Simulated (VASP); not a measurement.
# Ge (R-3m) in VASP: further runs, part 2 of 2

VASP 6.6.1.

## Step 3: Single point, PBEsol (strained cell)

INCAR

```
ALGO = Normal ; EDIFF = 1E-6
ENCUT = 520 ; GGA = PS
ISIF = 2 ; ISMEAR = 0
LASPH = T ; LCHARG = F
LREAL = F ; LWAVE = F
NBANDS = 21 ; NELM = 60
PREC = Accurate ; SIGMA = 0.1
```

KPOINTS

```
k-points
0
Gamma
  12 12 12
```

POSCAR

```
Ge
1.0
   -0.0272380595      2.8390059852      2.8390059852
    2.8390059852     -0.0272380595      2.8390059852
    2.8390059852      2.8390059852     -0.0272380595
Ge
2
Direct
   -0.0006886806     -0.0006886806     -0.0006886806
    0.2506886806      0.2506886806      0.2506886806
```

Potentials or basis: VASP PAW PBE potentials, release 64 (Ge_d).

Launch:

```bash
$ cat potpaw_PBE.64/Ge_d/POTCAR > POTCAR
$ mpirun -np 1 vasp_std > vasp.out
```

OUTCAR:

```text
EDIFF = 1E-6
   ENCUT = 520
   GGA = PS
   ISIF = 2
   ISMEAR = 0
   LASPH = T
   LREAL = F
   NELM = 60
   PREC = Accurate

 ion  position               nearest neighbor table
   1  0.999  0.999  0.999-   2 2.46   2 2.47   2 2.47   2 2.47
   2  0.251  0.251  0.251-   1 2.46   1 2.47   1 2.47   1 2.47

  LATTYP: Found a trigonal (rhomboedric) cell.
 ALAT       =     4.0150531603
 COS(alpha) =     0.4903832063

  Lattice vectors:

 A1 = (  -0.0272380595,   2.8390059852,   2.8390059852)
 A2 = (   2.8390059852,  -0.0272380595,   2.8390059852)
 A3 = (   2.8390059852,   2.8390059852,  -0.0272380595)

Analysis of symmetry for initial positions (statically):
=====================================================================
 Subroutine PRICEL returns:
 Original cell was already a primitive cell.

 Routine SETGRP: Setting up the symmetry group for a
 trigonal (rhombohedral) supercell.

 Subroutine GETGRP returns: Found 12 space group operations
 (whereof  6 operations were pure point group operations)
 out of a pool of 12 trial point group operations.

The static configuration has the point symmetry C_3v.
 The point group associated with its full space group is D_3d.

Analysis of symmetry for dynamics (positions and initial velocities):
=====================================================================
 Subroutine PRICEL returns:
 Original cell was already a primitive cell.

 Routine SETGRP: Setting up the symmetry group for a
 trigonal (rhombohedral) supercell.

 Subroutine GETGRP returns: Found 12 space group operations
 (whereof  6 operations were pure point group operations)
 out of a pool of 12 trial point group operations.

The dynamic configuration has the point symmetry C_3v.
 The point group associated with its full space group is D_3d.

 Subroutine INISYM returns: Found 12 space group operations
 (whereof  6 operations are pure point group operations),
 and found     1 'primitive' translations

----------------------------------------------------------------------------------------

                                     Primitive cell

  volume of cell :      46.4231

  direct lattice vectors                    reciprocal lattice vectors
    -0.027238060  2.839005985  2.839005985    -0.173603460  0.175285185  0.175285185
     2.839005985 -0.027238060  2.839005985     0.175285185 -0.173603460  0.175285185
     2.839005985  2.839005985 -0.027238060     0.175285185  0.175285185 -0.173603460

  length of vectors
     4.015053160  4.015053160  4.015053160     0.302635017  0.302635017  0.302635017

  position of ions in fractional coordinates (direct lattice)
     0.999311319  0.999311319  0.999311319
     0.250688681  0.250688681  0.250688681

  ion indices of the primitive-cell ions
   primitive index   ion index
                 1           1
                 2           2

----------------------------------------------------------------------------------------

 KPOINTS: k-points

Automatic generation of k-mesh.
 Grid dimensions read from file:
 generate k-points for:   12   12   12

 Generating k-lattice:

  Cartesian coordinates                     Fractional coordinates (reciprocal lattice)
    -0.014466955  0.014607099  0.014607099     0.083333333  0.000000000  0.000000000
     0.014607099 -0.014466955  0.014607099     0.000000000  0.083333333  0.000000000
     0.014607099  0.014607099 -0.014466955     0.000000000  0.000000000  0.083333333

  Length of vectors
     0.025219585  0.025219585  0.025219585

  Shift w.r.t. Gamma in fractional coordinates (k-lattice)
     0.000000000  0.000000000  0.000000000

 Subroutine IBZKPT returns following result:
 ===========================================

 Found    189 irreducible k-points:

 Following reciprocal coordinates:
            Coordinates               Weight
  0.000000  0.000000  0.000000      1.000000
  0.083333  0.000000  0.000000      6.000000
  0.166667  0.000000  0.000000      6.000000
  0.250000  0.000000  0.000000      6.000000
  0.333333  0.000000  0.000000      6.000000
  0.416667  0.000000  0.000000      6.000000
[... 16 lines left out ...]
  0.500000  0.166667  0.000000     12.000000
 -0.416667  0.166667  0.000000     12.000000
 [... further k-points ...]
   k-points           NKPTS =    189   k-points in BZ     NKDIM =    189   number of bands    NBANDS=     21
   number of dos      NEDOS =    301   number of ions     NIONS =      2
   total plane-waves  NPLWV =  27000
   dimension x,y,z NGX =    30 NGY =   30 NGZ =   30
   dimension x,y,z NGXF=    60 NGYF=   60 NGZF=   60
   ions per type =               2
   NGX,Y,Z   is equivalent  to a cutoff of  12.42, 12.42, 12.42 a.u.
   NGXF,Y,Z  is equivalent  to a cutoff of  24.84, 24.84, 24.84 a.u.
 SYSTEM =  unknown system
   PREC   = accura    normal or accurate (medium, high low for compatibility)
   ISTART =      0    job   : 0-new  1-cont  2-samecut
   ICHARG =      2    charge: 1-file 2-atom 10-const
   ISPIN  =      1    spin polarized calculation?
   LNONCOLLINEAR =      F non collinear calculations
   LSORBIT =      F    spin-orbit coupling
   LASPH  =      T    aspherical Exc in radial PAW
   ENCUT  =  520.0 eV  38.22 Ry    6.18 a.u.   7.47  7.47  7.47*2*pi/ulx,y,z
   NELM   =     60;   NELMIN=  2; NELMDL= -5     # of ELM steps
   EDIFF  = 0.1E-05   stopping-criterion for ELM
   LREAL  =      F    real-space projection
   EDIFFG = 0.1E-04   stopping-criterion for IOM
   NSW    =      0    number of steps for IOM
   IBRION =     -1    ionic relax: 0-MD 1-quasi-New 2-CG
   NFREE  =      0    steps in history (QN), initial steepest desc. (CG)
   ISIF   =      2    stress and relaxation
   ISYM   =      2    0-nonsym 1-usesym 2-fastsym
   POTIM  = 0.5000    time-step for ionic-motion
   TEBEG  =    0.0;   TEEND  =   0.0 temperature during run
   PSTRESS=    0.0 pullay stress
   NELECT =      28.0000    total number of electrons
   NUPDOWN=      -1.0000    fix difference up-down
   EMIN   =  10.00;   EMAX   =-10.00  energy-range for DOS
   EFERMI =   0.00;   METHOD = LEGACY
   ISMEAR =     0;   SIGMA  =   0.10  broadening in eV -4-tet -1-fermi 0-gaus
   EFERMI_NEDOS =   21; number of points for ismear=-14 and -15
   IALGO  =     38    algorithm
   IMIX   =      4    mixing-type and parameters
     AMIX     =   0.40;   BMIX     =  1.00
     AMIX_MAG =   1.60;   BMIX_MAG =  1.00
  volume/ion in A,a.u.               =      23.21       156.64
  Fermi-wavevector in a.u.,A,eV,Ry     =   1.383193  2.613856 26.030974  1.913223
  Thomas-Fermi vector in A             =   2.507814
   LORBIT       =      0    0 simple, 1 ext, 2 COOP (PROOUT), +10 PAW based schemes
   GGA     = PS    functional components
   LHFCALC =     F    Hartree Fock is set to
   AEXX    =    0.0000 exact exchange contribution
   IVDW    =     0    specifies the selected vdW correction
   LEPSILON=     F    determine dielectric tensor
   LRPA    =     F    only Hartree local field effects (RPA)
 non-spin polarized calculation
 Gauss-broadening in eV      SIGMA  =   0.10
  energy-cutoff  :      520.00
  volume of cell :       46.42
 maximum number of plane-waves:      1271
 NGX is ok and might be reduce to    30
   NGX = 15   NGY = 15   NGZ = 15

 number of electron      27.9999999 magnetization

 Free energy of the ion-electron system (eV)
  ---------------------------------------------------
  ext. energy  EPLUGINS =         0.00000000
  ---------------------------------------------------
  free energy    TOTEN  =        -9.86923446 eV

  energy without entropy =       -9.86882681  energy(sigma->0) =       -9.86903063

 E-fermi :   4.5987     XC(G=0): -10.0114

 val. band max:        4.5835443765   @ k =   0.4167   0.4167   0.4167
 cond. band min:       4.7027259506   @ k =   0.0000   0.0000   0.0000
 fundamental gap:      0.1191815741
 Fermi energy:         4.5986641243

 k-point     1 :       0.0000    0.0000    0.0000
  band No.  band energies     occupation
      1     -20.1137      2.00000
      2     -20.1040      2.00000
      3     -20.1040      2.00000
      4     -20.0725      2.00000
      5     -20.0725      2.00000
      6     -19.8776      2.00000
[... 13 lines left out ...]
     20      14.0352      0.00000
     21      14.0352      0.00000
[... 529 lines left out ...]
 k-point    24 :      -0.4167    0.1667    0.0000
  band No.  band energies     occupation
      1     -20.1465      2.00000
      2     -20.1378      2.00000
      3     -20.0691      2.00000
      4     -20.0237      2.00000
      5     -20.0143      2.00000
      6     -19.9283      2.00000
[... 13 lines left out ...]
     20      14.2191      0.00000
     21      14.7203      0.00000

 [... further k-points ...]

------------------------ aborting loop because EDIFF is reached ----------------------------------------

  FORCE on cell =-STRESS in cart. coord.  units (eV):
  Direction    XX          YY          ZZ          XY          YZ          ZX
  --------------------------------------------------------------------------------------
  -------------------------------------------------------------------------------------
  Total       -0.4014429     -0.4014429     -0.4014429      0.1466074      0.1466074      0.1466074
  in kB      -13.8547934    -13.8547934    -13.8547934      5.0597874      5.0597874      5.0597874
  external PRESSURE =     -13.8547934 kB  Pullay stress =       0.0000000 kB

 VOLUME and BASIS-vectors are now :
 -----------------------------------------------------------------------------
  energy-cutoff  :      520.00
  volume of cell :       46.42
      direct lattice vectors                 reciprocal lattice vectors
    -0.027238060  2.839005985  2.839005985    -0.173603460  0.175285185  0.175285185
     2.839005985 -0.027238060  2.839005985     0.175285185 -0.173603460  0.175285185
     2.839005985  2.839005985 -0.027238060     0.175285185  0.175285185 -0.173603460

 POSITION                                       TOTAL-FORCE (eV/Angst)
 -----------------------------------------------------------------------------------
      5.64688      5.64688      5.64688         0.001119      0.001119      0.001119
      1.41659      1.41659      1.41659        -0.001119     -0.001119     -0.001119
 -----------------------------------------------------------------------------------
    total drift:                                0.000000      0.000000      0.000000

  FREE ENERGIE OF THE ION-ELECTRON SYSTEM (eV)
  ---------------------------------------------------
  free  energy   TOTEN  =        -9.8692344583 eV

  energy  without entropy=       -9.8688268103  energy(sigma->0) =       -9.86903063
```

Wall time 3.8 min (1 thread of Intel Xeon 8259CL, shared host); peak memory 0.27 GiB.

Results:

| Item | Value |
| --- | --- |
| Free energy | -9.8692 eV |
| Pressure | -1.4 GPa |
| Band gap on the k mesh | zero (bands 14 and 15 overlap by 0.06 eV) |

Levels at points of the mesh, in eV from the Fermi level:
| k point | band 12 | band 13 | band 14 | band 15 | band 16 | band 17 |
| --- | --- | --- | --- | --- | --- | --- |
| (0.00, 0.00, 0.00) | -0.22 | -0.02 | -0.02 | 0.10 | 2.50 | 2.50 |
| (0.50, 0.00, 0.00) | -7.50 | -1.35 | -1.29 | 0.12 | 3.72 | 3.77 |
| (0.50, 0.50, 0.00) | -8.76 | -3.04 | -2.92 | 0.64 | 0.80 | 9.26 |
| (0.50, 0.50, 0.50) | -7.47 | -1.42 | -1.42 | -0.08 | 3.66 | 3.66 |

Caveat: the cell differs from its parent crystal (strained cell); semilocal functionals underestimate gaps, so a narrow gap can read as zero; the PAW data sets were made with another functional, which shifts forces and pressure a little.

## Step 4: Single point, PBEsol (strained cell)

INCAR

```
SYSTEM = Ge
PREC = Accurate
ENCUT = 520
EDIFF = 1E-6
ISMEAR = 0
SIGMA = 0.1
LREAL = .FALSE.
LASPH = .TRUE.
NELM = 60
ALGO = Normal
ISIF = 2
LWAVE = .FALSE.
LCHARG = .FALSE.
GGA = PS
NBANDS = 21
```

KPOINTS

```
regular mesh
0
G
  12 12 12
  0 0 0
```

POSCAR

```
Ge
1.0
   -0.0270083216      2.8392357232      2.8392357232
    2.8392357232     -0.0270083216      2.8392357232
    2.8392357232      2.8392357232     -0.0270083216
Ge
2
Direct
   -0.0006886806     -0.0006886806     -0.0006886806
    0.2506886806      0.2506886806      0.2506886806
```

Launch:

```bash
$ cat potpaw_PBE.64/Ge_d/POTCAR > POTCAR
$ mpirun -np 1 vasp_std > vasp.out
```

Wall time 4.2 min (1 thread of Intel Xeon 8259CL, shared host); peak memory 0.27 GiB.

The run converged. Its results:

- Free energy: -9.8692 eV
- Pressure: -1.4 GPa
- Largest force: 0.003 eV/Å
- Band gap on the k mesh: zero (bands 14 and 15 overlap by 0.06 eV)

Forces on the atoms (eV/Å):
```
Ge   0.002  0.002  0.002
Ge  -0.002 -0.002 -0.002
```

Stress tensor (GPa, compression positive):
```
-1.38  0.50  0.50
 0.50 -1.38  0.50
 0.50  0.50 -1.38
```

Levels at points of the mesh, in eV from the Fermi level:
```
           k point  band 12  band 13  band 14  band 15  band 16  band 17
(0.00, 0.00, 0.00)    -0.22    -0.02    -0.02     0.10     2.50     2.50
(0.50, 0.00, 0.00)    -7.50    -1.35    -1.29     0.12     3.72     3.77
(0.50, 0.50, 0.00)    -8.76    -3.03    -2.92     0.64     0.80     9.26
(0.50, 0.50, 0.50)    -7.47    -1.42    -1.42    -0.07     3.66     3.66
```

Caveat: the cell differs from its parent crystal (strained cell); semilocal functionals underestimate gaps, so a narrow gap can read as zero; the PAW data sets were made with another functional, which shifts forces and pressure a little.
